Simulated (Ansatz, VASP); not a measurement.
**BiTe: VASP beside Ansatz**

File INCAR:

```
SYSTEM = BiTe
  ALGO = Normal
  EDIFF = 1E-6
  ENCUT = 520
  GGA = PS
  ISIF = 2
  ISMEAR = 0
  LASPH = .True.
  LCHARG = .False.
  LREAL = .False.
  LWAVE = .False.
  NBANDS = 18
  NELM = 60
  PREC = Accurate
  SIGMA = 0.15
```

The input KPOINTS:

```
k-points
0
Gamma
  14 14 14
  0 0 0
```

POSCAR

```
BiTe
1.0
    0.0000000000      3.1379500000      3.2350000000
    3.1379500000      0.0000000000      3.2350000000
    3.1379500000      3.1379500000      0.0000000000
Bi Te
1 1
Direct
    0.0000000000      0.0000000000      0.0000000000
    0.5000000000      0.5000000000      0.5000000000
```

Input for Ansatz:

```yaml
crystal:
  lattice:
    - [0.0, 3.13795, 3.235]
    - [3.13795, 0.0, 3.235]
    - [3.13795, 3.13795, 0.0]
  atoms:
    - { symbol: Bi, position: [0.0, 0.0, 0.0] }
    - { symbol: Te, position: [0.5, 0.5, 0.5] }
basis:
  ecutwfc: 420
kpoints:
  mp_grid: { grid: [14, 14, 14] }
hamiltonian:
  xc: pbesol
scf:
  occupations: { method: gaussian, width: 0.15 }
output:
  forces: true
  stress: true
  eigenvalues: true
```

Change from the starting cell: strain -0.030 along x and y, +0.000 along z, atoms carried along.

Alike in both runs: task single point; functional PBEsol; k mesh 14 × 14 × 14; occupations gaussian, width 0.15 eV; no spin polarisation.

|  | VASP | Ansatz |
| --- | --- | --- |
| version | VASP 6.6.1 | Ansatz 0.2.0 |
| potentials or method | VASP PAW PBE potentials, release 64 (Bi_d, Te), cutoff 520 eV | scalar-relativistic, plane waves, PAW |
| valence electrons in the cell | 21 | 31 |

```csv
,VASP,Ansatz,Ansatz less VASP
gap on the k mesh at the Fermi level (eV),none,none,-
pressure (GPa),1.6,1.6,+0.01
"traceless stress, the component that is largest in VASP (GPa)",-1.97,-1.97,+0.002
```

VASP's potentials were made for PBE, not for PBEsol. A gap of «none» marks a metal or a gap that the smearing closes. VASP's potentials hold 21 valence electrons a cell and Ansatz's 31, so a difference there can come from the potentials and not from the codes.

Spin-orbit coupling is off throughout.
